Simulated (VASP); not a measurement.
# BAsH3 in VASP: a series of runs

The runs below take BAsH3 through single point, with PBE.

Program: VASP 6.6.1. These are calculated values, not measurements. Logs are shortened: lines on timing, memory, paths and dates and some standing lists are left out, and cuts for length are marked.

## (1) The cell of the first run

The cell holds a wire or tube with vacuum around it, 30 atoms: a = 15.500 Å, b = 15.200 Å, c = 8.386 Å, α = 90.00°, β = 90.00°, γ = 90.00°.

## (2) Single point, PBE

Input file INCAR:

```
ALGO = Normal
EDIFF = 1E-6
ENCUT = 520
GGA = PE
ISIF = 2
ISMEAR = 0
LASPH = True
LCHARG = False
LREAL = Auto
LWAVE = False
NBANDS = 54
NELM = 60
PREC = Accurate
SIGMA = 0.05
```

Input file KPOINTS:

```
k-points
0
Gamma
  1 1 4
```

Input file POSCAR:

```
BAsH3
1.0
   15.5000000000      0.0000000000      0.0000000000
    0.0000000000     15.2000000000      0.0000000000
    0.0000000000      0.0000000000      8.3858557967
B As H
6 6 18
Direct
    0.5511059918      0.6079581368      0.0109425701
    0.5744434022      0.3776659498     -0.0028597498
    0.4218085239      0.6111297507      0.3383736967
    0.3438380930      0.5134663454     -0.0028339171
    0.6183861615      0.4953253355      0.3383759695
    0.4896087745      0.4993927037      0.6650668064
    0.4926202140      0.5047233545      0.4184383048
    0.6143190753      0.4963259118      0.0917688097
    0.3652171027      0.5026913724      0.7554386668
    0.4246950878      0.6079981193      0.0917647449
    0.5546030513      0.3911818077      0.7554142801
    0.5504503845      0.6067974814      0.7661252226
    0.5879785502      0.6730613500      0.0562045345
    0.4448941979      0.4204986861      0.3748583979
    0.6294925322      0.3224891316      0.0150283247
    0.5045703469      0.3602316382      0.0522668952
    0.4601485322      0.6763062824      0.3813651654
    0.3476416534      0.6057875054      0.3814538579
    0.7068620658      0.5106182070      0.0366787988
    0.3219065831      0.5748059459      0.6598911559
    0.3194457708      0.4239735488      0.6829319383
    0.2694587861      0.5344975798      0.0150815230
    0.3639725969      0.4430448918      0.0522958829
    0.6546000602      0.5617476366      0.3813908795
    0.6508920101      0.4271352185      0.3814525121
    0.3905772424      0.6968748237      0.0366324812
    0.6375010449      0.3889863462      0.6598630262
    0.5106262862      0.3114098470      0.6828875629
    0.6400047009      0.6125289185      0.6940854220
    0.5105558380      0.6887607641      0.6940895402
```

Potentials or basis: VASP PAW PBE potentials, release 64 (B, As, H).

On the command line:

```sh
cat potpaw_PBE.64/B/POTCAR potpaw_PBE.64/As/POTCAR potpaw_PBE.64/H/POTCAR > POTCAR
mpirun -np 1 vasp_std > vasp.out
```

OUTCAR:

```text
EDIFF = 1E-6
   ENCUT = 520
   GGA = PE
   ISIF = 2
   ISMEAR = 0
   LASPH = True
   LREAL = Auto
   NELM = 60
   PREC = Accurate

 ion  position               nearest neighbor table
   1  0.551  0.608  0.011-  13 1.20  12 2.05  10 2.07   8 2.07
   2  0.574  0.378  0.997-  15 1.21  16 1.21  11 2.06   8 2.07
   3  0.422  0.611  0.338-  18 1.21  17 1.21   7 2.07  10 2.07
   4  0.344  0.513  0.997-  22 1.21  23 1.21   9 2.06  10 2.07
   5  0.618  0.495  0.338-  25 1.21  24 1.21   7 2.07   8 2.07
   6  0.490  0.499  0.665-  12 2.07   7 2.07  11 2.07   9 2.07
   7  0.493  0.505  0.418-  14 1.52   5 2.07   3 2.07   6 2.07
   8  0.614  0.496  0.092-  19 1.52   2 2.07   5 2.07   1 2.07
   9  0.365  0.503  0.755-  20 1.51  21 1.52   4 2.06   6 2.07
  10  0.425  0.608  0.092-  26 1.52   4 2.07   3 2.07   1 2.07
  11  0.555  0.391  0.755-  27 1.51  28 1.52   2 2.06   6 2.07
  12  0.550  0.607  0.766-  29 1.52  30 1.52   1 2.05   6 2.07
  13  0.588  0.673  0.056-   1 1.20
  14  0.445  0.420  0.375-   7 1.52
  15  0.629  0.322  0.015-   2 1.21
  16  0.505  0.360  0.052-   2 1.21
  17  0.460  0.676  0.381-   3 1.21
  18  0.348  0.606  0.381-   3 1.21
[... 10 lines left out ...]
  29  0.640  0.613  0.694-  12 1.52
  30  0.511  0.689  0.694-  12 1.52

  LATTYP: Found a simple orthorhombic cell.
 ALAT       =     8.3858557967
 B/A-ratio  =     1.8125758859
 C/A-ratio  =     1.8483504100

  Lattice vectors:

 A1 = (   0.0000000000,   0.0000000000,  -8.3858557967)
 A2 = (   0.0000000000,  15.2000000000,   0.0000000000)
 A3 = (  15.5000000000,   0.0000000000,   0.0000000000)

Analysis of symmetry for initial positions (statically):
=====================================================================
 Subroutine PRICEL returns:
 Original cell was already a primitive cell.

 Routine SETGRP: Setting up the symmetry group for a
 simple orthorhombic supercell.

 Subroutine GETGRP returns: Found  1 space group operations
 (whereof  1 operations were pure point group operations)
 out of a pool of  8 trial point group operations.

The static configuration has the point symmetry C_1 .

Analysis of symmetry for dynamics (positions and initial velocities):
=====================================================================
 Subroutine PRICEL returns:
 Original cell was already a primitive cell.

 Routine SETGRP: Setting up the symmetry group for a
 simple orthorhombic supercell.

 Subroutine GETGRP returns: Found  1 space group operations
 (whereof  1 operations were pure point group operations)
 out of a pool of  8 trial point group operations.

The dynamic configuration has the point symmetry C_1 .

 Subroutine INISYM returns: Found  1 space group operations
 (whereof  1 operations are pure point group operations),
 and found     1 'primitive' translations

----------------------------------------------------------------------------------------

                                     Primitive cell

  volume of cell :    1975.7076

  direct lattice vectors                    reciprocal lattice vectors
    15.500000000  0.000000000  0.000000000     0.064516129  0.000000000  0.000000000
     0.000000000 15.200000000  0.000000000     0.000000000  0.065789474  0.000000000
     0.000000000  0.000000000  8.385855797     0.000000000  0.000000000  0.119248414

  length of vectors
    15.500000000 15.200000000  8.385855797     0.064516129  0.065789474  0.119248414

  position of ions in fractional coordinates (direct lattice)
     0.551105992  0.607958137  0.010942570
     0.574443402  0.377665950  0.997140250
     0.421808524  0.611129751  0.338373697
     0.343838093  0.513466345  0.997166083
     0.618386161  0.495325335  0.338375969
     0.489608774  0.499392704  0.665066806
[... 22 lines left out ...]
     0.640004701  0.612528918  0.694085422
     0.510555838  0.688760764  0.694089540

  ion indices of the primitive-cell ions
   primitive index   ion index
                 1           1
                 2           2
                 3           3
                 4           4
                 5           5
                 6           6
[... 22 lines left out ...]
                29          29
                30          30

----------------------------------------------------------------------------------------

 KPOINTS: k-points

Automatic generation of k-mesh.
 Grid dimensions read from file:
 generate k-points for:    1    1    4

 Generating k-lattice:

  Cartesian coordinates                     Fractional coordinates (reciprocal lattice)
     0.064516129  0.000000000  0.000000000     1.000000000  0.000000000  0.000000000
     0.000000000  0.065789474  0.000000000     0.000000000  1.000000000  0.000000000
     0.000000000  0.000000000  0.029812103     0.000000000  0.000000000  0.250000000

  Length of vectors
     0.064516129  0.065789474  0.029812103

  Shift w.r.t. Gamma in fractional coordinates (k-lattice)
     0.000000000  0.000000000  0.000000000

 Subroutine IBZKPT returns following result:
 ===========================================

 Found      3 irreducible k-points:

 Following reciprocal coordinates:
            Coordinates               Weight
  0.000000  0.000000  0.000000      1.000000
  0.000000  0.000000  0.250000      2.000000
  0.000000  0.000000  0.500000      1.000000
   k-points           NKPTS =      3   k-points in BZ     NKDIM =      3   number of bands    NBANDS=     54
   number of dos      NEDOS =    301   number of ions     NIONS =     30
   total plane-waves  NPLWV = 921600
   dimension x,y,z NGX =   120 NGY =  120 NGZ =   64
   dimension x,y,z NGXF=   240 NGYF=  240 NGZF=  128
   ions per type =               6   6  18
   NGX,Y,Z   is equivalent  to a cutoff of  12.87, 13.12, 12.69 a.u.
   NGXF,Y,Z  is equivalent  to a cutoff of  25.74, 26.25, 25.38 a.u.
 SYSTEM =  unknown system
   PREC   = accura    normal or accurate (medium, high low for compatibility)
   ISTART =      0    job   : 0-new  1-cont  2-samecut
   ICHARG =      2    charge: 1-file 2-atom 10-const
   ISPIN  =      1    spin polarized calculation?
   LNONCOLLINEAR =      F non collinear calculations
   LSORBIT =      F    spin-orbit coupling
   LASPH  =      T    aspherical Exc in radial PAW
   ENCUT  =  520.0 eV  38.22 Ry    6.18 a.u.  28.82 28.26 15.59*2*pi/ulx,y,z
   NELM   =     60;   NELMIN=  2; NELMDL= -5     # of ELM steps
   EDIFF  = 0.1E-05   stopping-criterion for ELM
   LREAL  =      T    real-space projection
   EDIFFG = 0.1E-04   stopping-criterion for IOM
   NSW    =      0    number of steps for IOM
   IBRION =     -1    ionic relax: 0-MD 1-quasi-New 2-CG
   NFREE  =      0    steps in history (QN), initial steepest desc. (CG)
   ISIF   =      2    stress and relaxation
   ISYM   =      2    0-nonsym 1-usesym 2-fastsym
   POTIM  = 0.5000    time-step for ionic-motion
   TEBEG  =    0.0;   TEEND  =   0.0 temperature during run
   PSTRESS=    0.0 pullay stress
   NELECT =      66.0000    total number of electrons
   NUPDOWN=      -1.0000    fix difference up-down
   EMIN   =  10.00;   EMAX   =-10.00  energy-range for DOS
   EFERMI =   0.00;   METHOD = LEGACY
   ISMEAR =     0;   SIGMA  =   0.05  broadening in eV -4-tet -1-fermi 0-gaus
   EFERMI_NEDOS =   21; number of points for ismear=-14 and -15
   IALGO  =     38    algorithm
   IMIX   =      4    mixing-type and parameters
     AMIX     =   0.40;   BMIX     =  1.00
     AMIX_MAG =   1.60;   BMIX_MAG =  1.00
  volume/ion in A,a.u.               =      65.86       444.42
  Fermi-wavevector in a.u.,A,eV,Ry     =   0.527248  0.996355  3.782295  0.277991
  Thomas-Fermi vector in A             =   1.548323
   LORBIT       =      0    0 simple, 1 ext, 2 COOP (PROOUT), +10 PAW based schemes
   GGA     = PE    functional components
   LHFCALC =     F    Hartree Fock is set to
   AEXX    =    0.0000 exact exchange contribution
   IVDW    =     0    specifies the selected vdW correction
   LEPSILON=     F    determine dielectric tensor
   LRPA    =     F    only Hartree local field effects (RPA)
 non-spin polarized calculation
 Gauss-broadening in eV      SIGMA  =   0.05
  energy-cutoff  :      520.00
  volume of cell :     1975.71
 maximum number of plane-waves:     53223
 NGX is ok and might be reduce to   120
   NGX = 57   NGY = 57   NGZ = 31

 number of electron      65.9999998 magnetization

 Free energy of the ion-electron system (eV)
  ---------------------------------------------------
  ext. energy  EPLUGINS =         0.00000000
  ---------------------------------------------------
  free energy    TOTEN  =      -128.85743802 eV

  energy without entropy =     -128.85743802  energy(sigma->0) =     -128.85743802

 E-fermi :  -4.8277     XC(G=0):  -1.9764

 val. band max:       -5.0882028364   @ k =   0.0000   0.0000   0.0000
 cond. band min:      -0.8717346613   @ k =   0.0000   0.0000   0.5000
 fundamental gap:      4.2164681751
 Fermi energy:        -4.8277102879

 k-point     1 :       0.0000    0.0000    0.0000
  band No.  band energies     occupation
      1     -17.3882      2.00000
      2     -16.1618      2.00000
      3     -16.1598      2.00000
      4     -15.7688      2.00000
      5     -15.3027      2.00000
      6     -15.0729      2.00000
[... 37 lines left out ...]
     44       0.8848      0.00000
     45       0.9845      0.00000

 k-point     2 :       0.0000    0.0000    0.2500
  band No.  band energies     occupation
      1     -17.3556      2.00000
      2     -16.2105      2.00000
      3     -16.1554      2.00000
      4     -15.9514      2.00000
      5     -15.0877      2.00000
      6     -15.0415      2.00000
[... 37 lines left out ...]
     44       0.8809      0.00000
     45       0.9066      0.00000

 k-point     3 :       0.0000    0.0000    0.5000
  band No.  band energies     occupation
      1     -17.3185      2.00000
      2     -16.2987      2.00000
      3     -16.1488      2.00000
      4     -16.0216      2.00000
      5     -15.1026      2.00000
      6     -14.8551      2.00000
[... 37 lines left out ...]
     44       1.0007      0.00000
     45       1.0244      0.00000
 [bands above 45 left out]

------------------------ aborting loop because EDIFF is reached ----------------------------------------

  FORCE on cell =-STRESS in cart. coord.  units (eV):
  Direction    XX          YY          ZZ          XY          YZ          ZX
  --------------------------------------------------------------------------------------
  -------------------------------------------------------------------------------------
  Total        0.5010291      0.5481863      0.5237609      0.0196404     -0.0002876     -0.0005789
  in kB        0.4063038      0.4445454      0.4247379      0.0159272     -0.0002333     -0.0004695
  external PRESSURE =       0.4251957 kB  Pullay stress =       0.0000000 kB

 VOLUME and BASIS-vectors are now :
 -----------------------------------------------------------------------------
  energy-cutoff  :      520.00
  volume of cell :     1975.71
      direct lattice vectors                 reciprocal lattice vectors
    15.500000000  0.000000000  0.000000000     0.064516129  0.000000000  0.000000000
     0.000000000 15.200000000  0.000000000     0.000000000  0.065789474  0.000000000
     0.000000000  0.000000000  8.385855797     0.000000000  0.000000000  0.119248414

 POSITION                                       TOTAL-FORCE (eV/Angst)
 -----------------------------------------------------------------------------------
      8.54214      9.24096      0.09176         0.012214      0.022666      0.003656
      8.90387      5.74052      8.36187        -0.001634     -0.023494      0.004749
      6.53803      9.28917      2.83755        -0.017141      0.017189      0.017650
      5.32949      7.80469      8.36209        -0.019448     -0.012754      0.004875
      9.58499      7.52895      2.83757         0.022791     -0.006922      0.017472
      7.58894      7.59077      5.57715         0.000047     -0.001041      0.001170
[... 22 lines left out ...]
      9.92007      9.31044      5.82050         0.079279      0.006835     -0.035847
      7.91362     10.46916      5.82053        -0.033586      0.072208     -0.035877
 -----------------------------------------------------------------------------------
    total drift:                                0.007038      0.013363      0.007958

  FREE ENERGIE OF THE ION-ELECTRON SYSTEM (eV)
  ---------------------------------------------------
  free  energy   TOTEN  =      -128.8574380200 eV

  energy  without entropy=     -128.8574380200  energy(sigma->0) =     -128.85743802
```

Wall time 29 min (1 thread of Intel Xeon 8259CL, shared host); peak memory 1.7 GiB.

Results:

```yaml
Free_energy: -128.8574 eV
Largest_force: 0.089 eV/Å
Band_gap_on_the_k_mesh: 4.22 eV (least direct gap 4.40 eV)
```

Forces in eV/Å, atoms in the order of the input:
```
B    0.012  0.023  0.004
B   -0.002 -0.023  0.005
B   -0.017  0.017  0.018
B   -0.019 -0.013  0.005
B    0.023 -0.007  0.017
B    0.000 -0.001  0.001
As   0.027  0.049 -0.010
As  -0.055 -0.012  0.025
As   0.049 -0.004  0.073
As   0.020 -0.045  0.021
As  -0.020  0.044  0.075
As  -0.020 -0.031  0.054
H    0.004  0.007  0.004
H   -0.041 -0.070 -0.017
H    0.002 -0.007  0.003
H   -0.002 -0.005  0.002
H    0.002  0.007  0.007
H   -0.008  0.000  0.000
H    0.077  0.011 -0.027
H   -0.042  0.058 -0.049
H   -0.039 -0.066 -0.037
H   -0.007 -0.002  0.003
H   -0.004 -0.004  0.002
H    0.006  0.005  0.007
H    0.004 -0.007  0.000
H   -0.029  0.072 -0.027
H    0.071 -0.007 -0.049
H   -0.038 -0.067 -0.037
H    0.079  0.007 -0.036
H   -0.034  0.072 -0.036
```

## (3) Single point, PBE

This run uses another cell than the first one.

Input file INCAR:

```
SYSTEM = BAsH3
ALGO     = Normal         ! electronic algorithm
EDIFF    = 1E-7           ! SCF threshold, eV
ENCUT    = 520            ! plane-wave cutoff, eV
GGA      = PE             ! functional
ISIF     = 2              ! what is computed and relaxed
ISMEAR   = 0              ! smearing method
LASPH    = .TRUE.         ! aspherical terms in the spheres
LCHARG   = .FALSE.        ! write CHGCAR
LREAL    = Auto         
LWAVE    = .FALSE.        ! write WAVECAR
NBANDS   = 54             ! bands
NELM     = 80             ! most SCF steps
PREC     = Accurate       ! precision mode
SIGMA    = 0.05           ! smearing width, eV
```

Input file KPOINTS:

```
k-points
0
G
  1 1 4
  0 0 0
```

Input file POSCAR:

```
BAsH3
1.0
   15.5000000000      0.0000000000      0.0000000000
    0.0000000000     15.2000000000      0.0000000000
    0.0000000000      0.0000000000      8.4100131855
B As H
6 6 18
Direct
    0.5514704004      0.5015923787     -0.0017895364
    0.4261889279      0.4975839313      0.3315414541
    0.3555058594      0.3902592470      0.0010320706
    0.6187297502      0.3802282018      0.3343790056
    0.4956397323      0.6176736380      0.6677052830
    0.4922330589      0.3889567165      0.6648735720
    0.4941314903      0.3908966868      0.4194838635
    0.6164237426      0.3952839505      0.0909820959
    0.4840144955      0.6080905609      0.4243068631
    0.3694727630      0.3847573801      0.7576387377
    0.4268937353      0.4949387400      0.0861508462
    0.5488685678      0.5022991852      0.7528203288
    0.5873997031      0.5666839525      0.0466160493
    0.4426728376      0.3110460469      0.3660596969
    0.3529446138      0.4967847701      0.3799519885
    0.5856367138      0.3120227507      0.0097984544
    0.7078611955      0.3969410333      0.0266629278
    0.4369092937      0.6880211883      0.3599573159
    0.5701234862      0.6225195690      0.3431322729
    0.3141583149      0.4535760684      0.6764411033
    0.3251517578      0.3031831025      0.6933144806
    0.2803429000      0.3990041369      0.0340068922
    0.3891258458      0.3239111839      0.0508718395
    0.6582399762      0.4431141881      0.3842029493
    0.6489050856      0.3094932894      0.3673821714
    0.4224748792      0.6211375906      0.7175162185
    0.5406287956      0.6796894997      0.7006965491
    0.3848126093      0.5803125395      0.0327315930
    0.5295389034      0.3246779991      0.7132857195
    0.6424099358      0.4967839983      0.6993871640
```

Potentials or basis: VASP PAW PBE potentials, release 64 (B, As, H).

On the command line:

```sh
cat potpaw_PBE.64/B/POTCAR potpaw_PBE.64/As/POTCAR potpaw_PBE.64/H/POTCAR > POTCAR
mpirun -np 1 vasp_std > vasp.out
```

Wall time 32 min (1 thread of Intel Xeon 8259CL, shared host); peak memory 1.7 GiB.

Results (log left out):

* Free energy: -129.3310 eV
* Largest force: 0.085 eV/Å
* Band gap on the k mesh: 4.52 eV (least direct gap 4.72 eV)

Forces in eV/Å, atoms in the order of the input:
```
B    0.011  0.029 -0.004
B   -0.031 -0.005 -0.005
B   -0.012 -0.016  0.017
B    0.021 -0.005  0.018
B   -0.007  0.021  0.018
B    0.021 -0.024 -0.005
As   0.027  0.042  0.017
As  -0.028  0.037  0.056
As  -0.016 -0.040  0.059
As   0.049  0.008  0.053
As   0.014 -0.046  0.013
As  -0.050 -0.002  0.023
H    0.005  0.007  0.000
H   -0.043 -0.066 -0.024
H   -0.008  0.001  0.000
H   -0.024 -0.069 -0.041
H    0.079  0.002 -0.030
H   -0.041  0.068 -0.030
H    0.072  0.014 -0.041
H   -0.048  0.056 -0.041
H   -0.038 -0.069 -0.030
H   -0.009  0.002  0.003
H    0.003 -0.006  0.006
H    0.004  0.006  0.006
H    0.003 -0.008  0.003
H   -0.007  0.001  0.006
H    0.006  0.006  0.003
H   -0.036  0.070 -0.024
H    0.003 -0.008  0.000
H    0.079 -0.004 -0.024
```

Levels at points of the mesh, in eV from the valence-band top:
| k point | band 30 | band 31 | band 32 | band 33 | band 34 | band 35 | band 36 | band 37 |
| --- | --- | --- | --- | --- | --- | --- | --- | --- |
| (0.00, 0.00, 0.00) | -1.12 | -0.50 | -0.49 | 0.00 | 4.72 | 4.73 | 4.74 | 4.87 |
| (0.00, 0.00, 0.50) | -0.68 | -0.65 | -0.60 | -0.60 | 4.52 | 4.52 | 4.74 | 5.06 |
